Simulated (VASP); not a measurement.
# SnH2 (P1) in VASP: single point with PBEsol

Aim: the single point of SnH2 with PBEsol.

Everything below comes from runs of VASP 6.6.1. Logs are shortened: lines on timing, memory, paths and dates and some standing lists are left out, and cuts for length are marked.

**1. The cell of the first run**

The typed cell holds 6 atoms: a = 4.084 Å, b = 4.084 Å, c = 8.609 Å, α = 46.75°, β = 46.75°, γ = 63.44°.

**2. Single point, PBEsol**

INCAR

```
ALGO = Normal
EDIFF = 1E-7
ENCUT = 520
GGA = PS
ISIF = 2
ISMEAR = -1
LASPH = T
LCHARG = T
LELF = T
LREAL = F
LVHAR = T
LWAVE = F
NBANDS = 25
NELM = 80
PREC = Accurate
SIGMA = 0.05
```

KPOINTS

```
k-points
0
Gamma
  6 6 6
```

POSCAR

```
SnH2
1.0
    0.2593223364      3.2956333344      2.3982103382
    3.2964289910      0.2591057255      2.3975056531
    6.0385587621      6.0381391718      1.0949710987
Sn H
2 4
Direct
   -0.0078008937     -0.0917541561      0.0816297034
   -0.0878968099     -0.0119388564      0.5816880471
    0.5045400131     -0.0176831134      0.0817394764
    0.5733336472      1.0683612164      0.3325748037
   -0.0142166306      0.5000732155      0.5821803920
    1.0724640536      0.5694549843      0.8325619855
```

Potentials or basis: VASP PAW PBE potentials, release 64 (Sn_d, H).

Run with:

```bash
$ cat potpaw_PBE.64/Sn_d/POTCAR potpaw_PBE.64/H/POTCAR > POTCAR
$ mpirun -np 1 vasp_std > vasp.out
```

OUTCAR:

```text
EDIFF = 1E-7
   ENCUT = 520
   GGA = PS
   ISIF = 2
   ISMEAR = -1
   LASPH = T
   LREAL = F
   NELM = 80
   PREC = Accurate

 ion  position               nearest neighbor table
   1  0.992  0.908  0.082-   3 1.88   6 1.97   4 1.97   3 2.24   2 3.12   2 3.12   2 3.56   2 3.57

   2  0.912  0.988  0.582-   5 1.88   4 1.97   6 1.97   5 2.25   1 3.12   1 3.12   1 3.56   1 3.57

   3  0.505  0.982  0.082-   1 1.88   1 2.24
   4  0.573  0.068  0.333-   2 1.97   1 1.97
   5  0.986  0.500  0.582-   2 1.88   2 2.25
   6  0.072  0.569  0.833-   1 1.97   2 1.97

  LATTYP: Found a base centered monoclinic cell.
 ALAT       =    23.2317451764
 B/A-ratio  =     0.1848637723
 C/A-ratio  =     0.3715041944
 COS(beta)  =    -0.9842483681

  Lattice vectors:

 A1 = (   1.3322662291,   4.3669722824,  10.8946712221)
 A2 = (   4.3693728837,   1.3304446735,  10.8939665370)
 A3 = (  -1.0729438927,  -1.0713389480,  -8.4964608839)

Analysis of symmetry for initial positions (statically):
=====================================================================
 Subroutine PRICEL returns:
 Original cell was already a primitive cell.

 Routine SETGRP: Setting up the symmetry group for a
 base centered monoclinic supercell.

 Subroutine GETGRP returns: Found  1 space group operations
 (whereof  1 operations were pure point group operations)
 out of a pool of  4 trial point group operations.

The static configuration has the point symmetry C_1 .

Analysis of symmetry for dynamics (positions and initial velocities):
=====================================================================
 Subroutine PRICEL returns:
 Original cell was already a primitive cell.

 Routine SETGRP: Setting up the symmetry group for a
 base centered monoclinic supercell.

 Subroutine GETGRP returns: Found  1 space group operations
 (whereof  1 operations were pure point group operations)
 out of a pool of  4 trial point group operations.

The dynamic configuration has the point symmetry C_1 .

 Subroutine INISYM returns: Found  1 space group operations
 (whereof  1 operations are pure point group operations),
 and found     1 'primitive' translations

----------------------------------------------------------------------------------------

                                     Primitive cell

  volume of cell :      76.1188

  direct lattice vectors                    reciprocal lattice vectors
     0.259322336  3.295633334  2.398210338    -0.186455420  0.142776644  0.240934908
     3.296428991  0.259105725  2.397505653     0.142830773 -0.186521423  0.240874205
     6.038558762  6.038139172  1.094971099     0.095638807  0.095689961 -0.141839228

  length of vectors
     4.084098429  4.084313067  8.609429615     0.336452706  0.336468800  0.196014583

  position of ions in fractional coordinates (direct lattice)
     0.992199106  0.908245844  0.081629703
     0.912103190  0.988061144  0.581688047
     0.504540013  0.982316887  0.081739476
     0.573333647  0.068361216  0.332574804
     0.985783369  0.500073216  0.582180392
     0.072464054  0.569454984  0.832561985

  ion indices of the primitive-cell ions
   primitive index   ion index
                 1           1
                 2           2
                 3           3
                 4           4
                 5           5
                 6           6

----------------------------------------------------------------------------------------

 KPOINTS: k-points

Automatic generation of k-mesh.
 Grid dimensions read from file:
 generate k-points for:    6    6    6

 Generating k-lattice:

  Cartesian coordinates                     Fractional coordinates (reciprocal lattice)
    -0.031075903  0.023796107  0.040155818     0.166666667  0.000000000  0.000000000
     0.023805129 -0.031086904  0.040145701     0.000000000  0.166666667  0.000000000
     0.015939801  0.015948327 -0.023639871     0.000000000  0.000000000  0.166666667

  Length of vectors
     0.056075451  0.056078133  0.032669097

  Shift w.r.t. Gamma in fractional coordinates (k-lattice)
     0.000000000  0.000000000  0.000000000

 Subroutine IBZKPT returns following result:
 ===========================================

 Found    112 irreducible k-points:

 Following reciprocal coordinates:
            Coordinates               Weight
  0.000000  0.000000  0.000000      1.000000
  0.166667  0.000000  0.000000      2.000000
  0.333333  0.000000  0.000000      2.000000
  0.500000  0.000000  0.000000      1.000000
 -0.000000  0.166667 -0.000000      2.000000
  0.166667  0.166667  0.000000      2.000000
[... 16 lines left out ...]
  0.333333 -0.000000  0.166667      2.000000
  0.500000  0.000000  0.166667      2.000000
 [... further k-points ...]
   k-points           NKPTS =    112   k-points in BZ     NKDIM =    112   number of bands    NBANDS=     25
   number of dos      NEDOS =    301   number of ions     NIONS =      6
   total plane-waves  NPLWV =  57600
   dimension x,y,z NGX =    30 NGY =   30 NGZ =   64
   dimension x,y,z NGXF=    60 NGYF=   60 NGZF=  128
   ions per type =               2   4
   NGX,Y,Z   is equivalent  to a cutoff of  12.21, 12.21, 12.36 a.u.
   NGXF,Y,Z  is equivalent  to a cutoff of  24.42, 24.42, 24.72 a.u.
 SYSTEM =  unknown system
   PREC   = accura    normal or accurate (medium, high low for compatibility)
   ISTART =      0    job   : 0-new  1-cont  2-samecut
   ICHARG =      2    charge: 1-file 2-atom 10-const
   ISPIN  =      1    spin polarized calculation?
   LNONCOLLINEAR =      F non collinear calculations
   LSORBIT =      F    spin-orbit coupling
   LASPH  =      T    aspherical Exc in radial PAW
   ENCUT  =  520.0 eV  38.22 Ry    6.18 a.u.   7.59  7.59 16.01*2*pi/ulx,y,z
   NELM   =     80;   NELMIN=  2; NELMDL= -5     # of ELM steps
   EDIFF  = 0.1E-06   stopping-criterion for ELM
   LREAL  =      F    real-space projection
   EDIFFG = 0.1E-05   stopping-criterion for IOM
   NSW    =      0    number of steps for IOM
   IBRION =     -1    ionic relax: 0-MD 1-quasi-New 2-CG
   NFREE  =      0    steps in history (QN), initial steepest desc. (CG)
   ISIF   =      2    stress and relaxation
   ISYM   =      2    0-nonsym 1-usesym 2-fastsym
   POTIM  = 0.5000    time-step for ionic-motion
   TEBEG  =    0.0;   TEEND  =   0.0 temperature during run
   PSTRESS=    0.0 pullay stress
   NELECT =      32.0000    total number of electrons
   NUPDOWN=      -1.0000    fix difference up-down
   EMIN   =  10.00;   EMAX   =-10.00  energy-range for DOS
   EFERMI =   0.00;   METHOD = LEGACY
   ISMEAR =    -1;   SIGMA  =   0.05  broadening in eV -4-tet -1-fermi 0-gaus
   EFERMI_NEDOS =   21; number of points for ismear=-14 and -15
   IALGO  =     38    algorithm
   IMIX   =      4    mixing-type and parameters
     AMIX     =   0.40;   BMIX     =  1.00
     AMIX_MAG =   1.60;   BMIX_MAG =  1.00
  volume/ion in A,a.u.               =      12.69        85.61
  Fermi-wavevector in a.u.,A,eV,Ry     =   1.226387  2.317535 20.463504  1.504025
  Thomas-Fermi vector in A             =   2.361390
   LORBIT       =      0    0 simple, 1 ext, 2 COOP (PROOUT), +10 PAW based schemes
   GGA     = PS    functional components
   LHFCALC =     F    Hartree Fock is set to
   AEXX    =    0.0000 exact exchange contribution
   IVDW    =     0    specifies the selected vdW correction
   LEPSILON=     F    determine dielectric tensor
   LRPA    =     F    only Hartree local field effects (RPA)
 non-spin polarized calculation
  energy-cutoff  :      520.00
  volume of cell :       76.12
 maximum number of plane-waves:      2069
   NGX = 15   NGY = 15   NGZ = 31

 number of electron      32.0000003 magnetization

 Free energy of the ion-electron system (eV)
  ---------------------------------------------------
  ext. energy  EPLUGINS =         0.00000000
  ---------------------------------------------------
  free energy    TOTEN  =       -19.68425647 eV

  energy without entropy =      -19.67605276  energy(sigma->0) =      -19.68015461

 E-fermi :   5.2905     XC(G=0):  -9.8181

 val. band max:        5.2879482990   @ k =  -0.1667  -0.0000   0.1667
 cond. band min:       5.2941369711   @ k =   0.1667  -0.0000   0.5000
 fundamental gap:      0.0061886721
 Fermi energy:         5.2904920112

 k-point     1 :       0.0000    0.0000    0.0000
  band No.  band energies     occupation
      1     -16.2215      2.00000
      2     -16.1376      2.00000
      3     -16.1062      2.00000
      4     -16.0988      2.00000
      5     -16.0768      2.00000
      6     -16.0548      2.00000
[... 17 lines left out ...]
     24      14.5330      0.00000
     25      14.8159      0.00000

 k-point     2 :       0.1667    0.0000    0.0000
  band No.  band energies     occupation
      1     -16.2031      2.00000
      2     -16.1269      2.00000
      3     -16.1010      2.00000
      4     -16.0887      2.00000
      5     -16.0669      2.00000
      6     -16.0592      2.00000
[... 17 lines left out ...]
     24      13.2955      0.00000
     25      14.3701      0.00000

 k-point     3 :       0.3333    0.0000    0.0000
  band No.  band energies     occupation
      1     -16.1862      2.00000
      2     -16.1497      2.00000
      3     -16.1027      2.00000
      4     -16.0937      2.00000
      5     -16.0544      2.00000
      6     -16.0334      2.00000
[... 17 lines left out ...]
     24      14.5046      0.00000
     25      15.5257      0.00000

 k-point     4 :       0.5000    0.0000    0.0000
  band No.  band energies     occupation
      1     -16.1866      2.00000
      2     -16.1794      2.00000
      3     -16.1082      2.00000
      4     -16.1006      2.00000
      5     -16.0396      2.00000
      6     -16.0240      2.00000
[... 17 lines left out ...]
     24      15.0639      0.00000
     25      16.4601      0.00000

 k-point     5 :      -0.0000    0.1667   -0.0000
  band No.  band energies     occupation
      1     -16.2031      2.00000
      2     -16.1269      2.00000
      3     -16.1009      2.00000
      4     -16.0887      2.00000
      5     -16.0670      2.00000
      6     -16.0592      2.00000
[... 17 lines left out ...]
     24      13.2944      0.00000
     25      14.3693      0.00000

 k-point     6 :       0.1667    0.1667    0.0000
  band No.  band energies     occupation
      1     -16.1826      2.00000
      2     -16.1224      2.00000
      3     -16.0889      2.00000
      4     -16.0885      2.00000
      5     -16.0640      2.00000
      6     -16.0562      2.00000
[... 17 lines left out ...]
     24      13.5930      0.00000
     25      13.8314      0.00000
[... 393 lines left out ...]
 k-point    21 :       0.0000   -0.0000    0.1667
  band No.  band energies     occupation
      1     -16.2108      2.00000
      2     -16.1332      2.00000
      3     -16.1040      2.00000
      4     -16.0946      2.00000
      5     -16.0675      2.00000
      6     -16.0568      2.00000
[... 17 lines left out ...]
     24      13.8734      0.00000
     25      13.9767      0.00000

 k-point    22 :       0.1667    0.0000    0.1667
  band No.  band energies     occupation
      1     -16.2081      2.00000
      2     -16.1310      2.00000
      3     -16.1008      2.00000
      4     -16.0901      2.00000
      5     -16.0751      2.00000
      6     -16.0537      2.00000
[... 17 lines left out ...]
     24      14.0732      0.00000
     25      14.1048      0.00000

 k-point    23 :       0.3333   -0.0000    0.1667
  band No.  band energies     occupation
      1     -16.1804      2.00000
      2     -16.1247      2.00000
      3     -16.0938      2.00000
      4     -16.0857      2.00000
      5     -16.0689      2.00000
      6     -16.0495      2.00000
[... 17 lines left out ...]
     24      14.6516      0.00000
     25      15.3289      0.00000

 k-point    24 :       0.5000    0.0000    0.1667
  band No.  band energies     occupation
      1     -16.1777      2.00000
      2     -16.1682      2.00000
      3     -16.1047      2.00000
      4     -16.0957      2.00000
      5     -16.0465      2.00000
      6     -16.0300      2.00000
[... 17 lines left out ...]
     24      15.2341      0.00000
     25      16.4880      0.00000

 [... further k-points ...]

------------------------ aborting loop because EDIFF is reached ----------------------------------------

  FORCE on cell =-STRESS in cart. coord.  units (eV):
  Direction    XX          YY          ZZ          XY          YZ          ZX
  --------------------------------------------------------------------------------------
  -------------------------------------------------------------------------------------
  Total       -0.0599523     -0.0598404     -0.0731645      0.0049340     -0.0019809     -0.0016666
  in kB       -1.2618996     -1.2595442     -1.5399945      0.1038535     -0.0416945     -0.0350786
  external PRESSURE =      -1.3538127 kB  Pullay stress =       0.0000000 kB

 VOLUME and BASIS-vectors are now :
 -----------------------------------------------------------------------------
  energy-cutoff  :      520.00
  volume of cell :       76.12
      direct lattice vectors                 reciprocal lattice vectors
     0.259322336  3.295633334  2.398210338    -0.186455420  0.142776644  0.240934908
     3.296428991  0.259105725  2.397505653     0.142830773 -0.186521423  0.240874205
     6.038558762  6.038139172  1.094971099     0.095638807  0.095689961 -0.141839228

 POSITION                                       TOTAL-FORCE (eV/Angst)
 -----------------------------------------------------------------------------------
      3.74419      3.99815      4.64641        -0.004230      0.001405     -0.002866
      7.00616      6.77428      5.19323         0.001137     -0.004175     -0.002162
      3.86256      2.41086      3.65461        -0.000000      0.002862     -0.000253
      2.38230      3.91534      1.90303         0.000947      0.000394      0.001295
      5.41962      6.89364      4.20051         0.001723     -0.001190      0.002381
      6.92343      5.41349      2.45069         0.000423      0.000704      0.001605
 -----------------------------------------------------------------------------------
    total drift:                                0.000185     -0.000016      0.000164

  FREE ENERGIE OF THE ION-ELECTRON SYSTEM (eV)
  ---------------------------------------------------
  free  energy   TOTEN  =       -19.6842564681 eV

  energy  without entropy=      -19.6760527607  energy(sigma->0) =      -19.68015461
```

It took 6 min on 1 thread of Intel Xeon Platinum 8375C at 2.90GHz (Ice Lake), shared host; peak memory 0.33 GiB.

Results:

| Property | Result |
| --- | --- |
| Free energy | -19.6843 eV |
| Pressure | -0.1 GPa |
| Largest force | 0.005 eV/Å |
| Band gap on the k mesh | zero (bands 16 and 17 overlap by 2.31 eV) |

Forces on the atoms (eV/Å):
```
Sn  -0.004  0.001 -0.003
Sn   0.001 -0.004 -0.002
H    0.000  0.003  0.000
H    0.001  0.000  0.001
H    0.002 -0.001  0.002
H    0.000  0.001  0.002
```

Caveat: the structure was generated, so it needn't be the stable form of SnH2; the PAW data sets were made with another functional, which shifts forces and pressure a little; spin-orbit coupling is left out, which moves the levels of the heavy elements.
